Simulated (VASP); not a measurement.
# GaS3 (Fm-3m) in VASP: a series of runs, part 2 of 2

VASP 6.6.1. Earlier steps stand in the parts before.

## (3) Relaxation of cell and atoms, PBE

This run uses another cell than the first one, of 21.31 Å³/atom, 1.285 times its volume.

Contents of INCAR:

```
SYSTEM = GaS3
PREC     = Accurate       ! precision mode
ENCUT    = 600            ! plane-wave cutoff, eV
EDIFF    = 1E-6           ! SCF threshold, eV
ISMEAR   = 0              ! smearing method
SIGMA    = 0.1            ! smearing width, eV
LREAL    = .False.        ! projectors in reciprocal space
LASPH    = .True.         ! aspherical terms in the spheres
NELM     = 100            ! most SCF steps
ALGO     = Normal         ! electronic algorithm
ISIF     = 3              ! what is computed and relaxed
LWAVE    = .False.        ! write WAVECAR
LCHARG   = .False.        ! write CHGCAR
GGA      = PE             ! functional
IBRION   = 2              ! ionic algorithm
NSW      = 90             ! ionic steps
EDIFFG   = -0.04          ! ionic threshold
```

Contents of KPOINTS:

```
regular mesh
0
Gamma
  4 4 4
  0 0 0
```

Contents of POSCAR:

```
GaS3
1.0
    0.0000000000      3.4928055800      3.4928055800
    3.4928055800      0.0000000000      3.4928055800
    3.4928055800      3.4928055800      0.0000000000
Ga S
1 3
Direct
    0.0000000000      0.0000000000      0.0000000000
    0.5000000000      0.5000000000      0.5000000000
    0.7500000000      0.7500000000      0.7500000000
    0.2500000000      0.2500000000      0.2500000000
```

Potentials or basis: VASP PAW PBE potentials, release 64 (Ga_d, S).

Run with:

```console
> cat potpaw_PBE.64/Ga_d/POTCAR potpaw_PBE.64/S/POTCAR > POTCAR
> mpirun -np 1 vasp_std > vasp.out
```

OUTCAR:

```text
SYSTEM = GaS3
   PREC = Accurate
   ENCUT = 600
   EDIFF = 1E-6
   ISMEAR = 0
   LREAL = .False.
   LASPH = .True.
   NELM = 100
   ISIF = 3
   GGA = PE
   IBRION = 2
   NSW = 90
   EDIFFG = -0.04

 ion  position               nearest neighbor table
   1  0.000  0.000  0.000-
   2  0.500  0.500  0.500-
   3  0.750  0.750  0.750-
   4  0.250  0.250  0.250-

  LATTYP: Found a face centered cubic cell.
 ALAT       =     6.9856111600

  Lattice vectors:

 A1 = (   0.0000000000,   3.4928055800,   3.4928055800)
 A2 = (   3.4928055800,   0.0000000000,   3.4928055800)
 A3 = (   3.4928055800,   3.4928055800,   0.0000000000)

Analysis of symmetry for initial positions (statically):
=====================================================================
 Subroutine PRICEL returns:
 Original cell was already a primitive cell.

 Routine SETGRP: Setting up the symmetry group for a
 face centered cubic supercell.

 Subroutine GETGRP returns: Found 48 space group operations
 (whereof 48 operations were pure point group operations)
 out of a pool of 48 trial point group operations.

The static configuration has the point symmetry O_h .

Analysis of symmetry for dynamics (positions and initial velocities):
=====================================================================
 Subroutine PRICEL returns:
 Original cell was already a primitive cell.

 Routine SETGRP: Setting up the symmetry group for a
 face centered cubic supercell.

 Subroutine GETGRP returns: Found 48 space group operations
 (whereof 48 operations were pure point group operations)
 out of a pool of 48 trial point group operations.

The dynamic configuration has the point symmetry O_h .

 Subroutine INISYM returns: Found 48 space group operations
 (whereof 48 operations are pure point group operations),
 and found     1 'primitive' translations

----------------------------------------------------------------------------------------

                                     Primitive cell

  volume of cell :      85.2223

  direct lattice vectors                    reciprocal lattice vectors
     0.000000000  3.492805580  3.492805580    -0.143151398  0.143151398  0.143151398
     3.492805580  0.000000000  3.492805580     0.143151398 -0.143151398  0.143151398
     3.492805580  3.492805580  0.000000000     0.143151398  0.143151398 -0.143151398

  length of vectors
     4.939573022  4.939573022  4.939573022     0.247945494  0.247945494  0.247945494

  position of ions in fractional coordinates (direct lattice)
     0.000000000  0.000000000  0.000000000
     0.500000000  0.500000000  0.500000000
     0.750000000  0.750000000  0.750000000
     0.250000000  0.250000000  0.250000000

  ion indices of the primitive-cell ions
   primitive index   ion index
                 1           1
                 2           2
                 3           3
                 4           4

----------------------------------------------------------------------------------------

 KPOINTS: regular mesh

Automatic generation of k-mesh.
 Grid dimensions read from file:
 generate k-points for:    4    4    4

 Generating k-lattice:

  Cartesian coordinates                     Fractional coordinates (reciprocal lattice)
    -0.035787849  0.035787849  0.035787849     0.250000000  0.000000000  0.000000000
     0.035787849 -0.035787849  0.035787849     0.000000000  0.250000000  0.000000000
     0.035787849  0.035787849 -0.035787849     0.000000000  0.000000000  0.250000000

  Length of vectors
     0.061986373  0.061986373  0.061986373

  Shift w.r.t. Gamma in fractional coordinates (k-lattice)
     0.000000000  0.000000000  0.000000000

 Subroutine IBZKPT returns following result:
 ===========================================

 Found      8 irreducible k-points:

 Following reciprocal coordinates:
            Coordinates               Weight
  0.000000  0.000000  0.000000      1.000000
  0.250000  0.000000  0.000000      8.000000
  0.500000  0.000000  0.000000      4.000000
  0.250000  0.250000  0.000000      6.000000
  0.500000  0.250000  0.000000     24.000000
 -0.250000  0.250000  0.000000     12.000000
  0.500000  0.500000  0.000000      3.000000
 -0.250000  0.500000  0.250000      6.000000
   k-points           NKPTS =      8   k-points in BZ     NKDIM =      8   number of bands    NBANDS=     19
   number of dos      NEDOS =    301   number of ions     NIONS =      4
   total plane-waves  NPLWV =  64000
   dimension x,y,z NGX =    40 NGY =   40 NGZ =   40
   dimension x,y,z NGXF=    80 NGYF=   80 NGZF=   80
   ions per type =               1   3
   NGX,Y,Z   is equivalent  to a cutoff of  13.46, 13.46, 13.46 a.u.
   NGXF,Y,Z  is equivalent  to a cutoff of  26.92, 26.92, 26.92 a.u.
 SYSTEM =  GaS3
   PREC   = accura    normal or accurate (medium, high low for compatibility)
   ISTART =      0    job   : 0-new  1-cont  2-samecut
   ICHARG =      2    charge: 1-file 2-atom 10-const
   ISPIN  =      1    spin polarized calculation?
   LNONCOLLINEAR =      F non collinear calculations
   LSORBIT =      F    spin-orbit coupling
   LASPH  =      T    aspherical Exc in radial PAW
   ENCUT  =  600.0 eV  44.10 Ry    6.64 a.u.   9.87  9.87  9.87*2*pi/ulx,y,z
   NELM   =    100;   NELMIN=  2; NELMDL= -5     # of ELM steps
   EDIFF  = 0.1E-05   stopping-criterion for ELM
   LREAL  =      F    real-space projection
   EDIFFG = -.4E-01   stopping-criterion for IOM
   NSW    =     90    number of steps for IOM
   IBRION =      2    ionic relax: 0-MD 1-quasi-New 2-CG
   NFREE  =      1    steps in history (QN), initial steepest desc. (CG)
   ISIF   =      3    stress and relaxation
   ISYM   =      2    0-nonsym 1-usesym 2-fastsym
   POTIM  = 0.5000    time-step for ionic-motion
   TEBEG  =    0.0;   TEEND  =   0.0 temperature during run
   PSTRESS=    0.0 pullay stress
   NELECT =      31.0000    total number of electrons
   NUPDOWN=      -1.0000    fix difference up-down
   EMIN   =  10.00;   EMAX   =-10.00  energy-range for DOS
   EFERMI =   0.00;   METHOD = LEGACY
   ISMEAR =     0;   SIGMA  =   0.10  broadening in eV -4-tet -1-fermi 0-gaus
   EFERMI_NEDOS =   21; number of points for ismear=-14 and -15
   IALGO  =     38    algorithm
   IMIX   =      4    mixing-type and parameters
     AMIX     =   0.40;   BMIX     =  1.00
     AMIX_MAG =   1.60;   BMIX_MAG =  1.00
  volume/ion in A,a.u.               =      21.31       143.78
  Fermi-wavevector in a.u.,A,eV,Ry     =   1.168632  2.208394 18.581476  1.365700
  Thomas-Fermi vector in A             =   2.305116
   LORBIT       =      0    0 simple, 1 ext, 2 COOP (PROOUT), +10 PAW based schemes
   GGA     = PE    functional components
   LHFCALC =     F    Hartree Fock is set to
   AEXX    =    0.0000 exact exchange contribution
   IVDW    =     0    specifies the selected vdW correction
   LEPSILON=     F    determine dielectric tensor
   LRPA    =     F    only Hartree local field effects (RPA)
 conjugate gradient relaxation of ions
 non-spin polarized calculation
 Gauss-broadening in eV      SIGMA  =   0.10
  energy-cutoff  :      600.00
  volume of cell :       85.22
 maximum number of plane-waves:      2874
   NGX = 19   NGY = 19   NGZ = 19

--------------------------------------- Ionic step        1  -------------------------------------------

 number of electron      30.9999997 magnetization

 Free energy of the ion-electron system (eV)
  ---------------------------------------------------
  ext. energy  EPLUGINS =         0.00000000
  ---------------------------------------------------
  free energy    TOTEN  =       -12.09231004 eV

  energy without entropy =      -12.08522485  energy(sigma->0) =      -12.08876745

 E-fermi :   3.8528     XC(G=0):  -9.9071

 val. band max:        3.7683836002   @ k =   0.5000   0.5000   0.0000
 cond. band min:       3.9192503710   @ k =   0.5000   0.5000   0.0000
 fundamental gap:      0.1508667709
 Fermi energy:         3.8527736235

 k-point     1 :       0.0000    0.0000    0.0000
  band No.  band energies     occupation
      1     -10.5608      2.00000
      2     -10.5608      2.00000
      3     -10.5608      2.00000
      4     -10.5508      2.00000
      5     -10.5508      2.00000
      6     -10.0373      2.00000
[... 11 lines left out ...]
     18       3.1131      2.00000
     19       8.8370      0.00000
[... 263 lines left out ...]
  energy  without entropy=      -12.8554291826  energy(sigma->0) =      -12.85801410

--------------------------------------- Ionic step        4  -------------------------------------------

 number of electron      31.0000004 magnetization

 Free energy of the ion-electron system (eV)
  ---------------------------------------------------
  ext. energy  EPLUGINS =         0.00000000
  ---------------------------------------------------
  free energy    TOTEN  =       -12.86100517 eV

  energy without entropy =      -12.85583821  energy(sigma->0) =      -12.85842169

 E-fermi :   7.0255     XC(G=0): -11.1082

 val. band max:        6.8676581754   @ k =   0.5000   0.5000   0.0000
 cond. band min:       7.1474330263   @ k =   0.5000   0.2500   0.0000
 fundamental gap:      0.2797748508
 Fermi energy:         7.0254694827

 k-point     1 :       0.0000    0.0000    0.0000
  band No.  band energies     occupation
      1      -9.0108      2.00000
      2      -7.7984      2.00000
      3      -7.7984      2.00000
      4      -7.7984      2.00000
      5      -7.7663      2.00000
      6      -7.7663      2.00000
[... 11 lines left out ...]
     18       5.5347      2.00000
     19      11.5135      0.00000
[... 183 lines left out ...]
  FREE ENERGIE OF THE ION-ELECTRON SYSTEM (eV)
  ---------------------------------------------------
  free  energy   TOTEN  =       -12.8610051659 eV

  energy  without entropy=      -12.8558382052  energy(sigma->0) =      -12.85842169

 reached required accuracy - stopping structural energy minimisation
```

It took 74 s on 1 thread of Intel Xeon Platinum 8259CL at 2.50GHz (Skylake/Cascade Lake), shared host; peak memory 0.25 GiB.

What came out:

* Free energy: -12.8610 eV
* Relaxed volume: 16.55 Å³/atom
* Relaxed cell: a = 4.541 Å, b = 4.541 Å, c = 4.541 Å, α = 60.00°, β = 60.00°, γ = 60.00°
* Space group after relaxing (to 0.05 Å): Fm-3m (No. 225)
* Energy gained by relaxing: 192.2 meV/atom
* Ionic steps: 4
* Pressure after relaxing: 0.1 GPa

The path:
| step | energy change (eV) | largest force (eV/Å) | pressure (GPa) | volume (Å³) |
| --- | --- | --- | --- | --- |
| 1 | 0.0000 | 0.0000 | -10.08 | 85.22 |
| 2 | -0.7309 | 0.0000 | -3.30 | 69.73 |
| 3 | -0.7683 | 0.0000 | -0.43 | 66.64 |
| 4 | -0.7687 | 0.0000 | 0.07 | 66.21 |

Final structure:
```xyz
4
Lattice="0.0000 3.2110 3.2110 3.2110 0.0000 3.2110 3.2110 3.2110 0.0000" Properties=species:S:1:pos:R:3 pbc="T T T"
Ga    6.4219    3.2110    3.2110
S     3.2110    3.2110    3.2110
S     4.8164    4.8164    4.8164
S     1.6055    1.6055    1.6055
```

Caveat: the k points lie up to 0.42 Å⁻¹ apart in the final cell; the volume moved by over 15 % at a fixed basis, so the end points are rough.
